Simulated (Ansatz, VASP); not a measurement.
**Re in VASP and in Ansatz**

```
Re
1.0
     0.00000    1.94027    1.94027
     1.94027    0.00000    1.94027
     1.94027    1.94027    0.00000
Re
1
Direct
  0.00000 0.00000 0.00000
```

Alike in both runs: task single point; functional PBEsol; k mesh 18 × 18 × 18; occupations gaussian, width 0.1 eV; non-collinear spin, spin-orbit coupling.

```csv
,VASP,Ansatz
version,VASP 6.6.1,Ansatz 0.2.0
potentials or method,"VASP PAW PBE potentials, release 64 (Re), cutoff 600 eV","plane waves, PAW"
valence electrons in the cell,7,15
```

VASP gave:

| Quantity | Value |
| --- | --- |
| pressure (GPa) | 0.7 |

Task: Which values does Ansatz return?

Result: Pressure (GPa): 0.5.

VASP's potentials were made for PBE, not for PBEsol. VASP's potentials hold 7 valence electrons a cell and Ansatz's 15, so a difference there can come from the potentials and not from the codes.
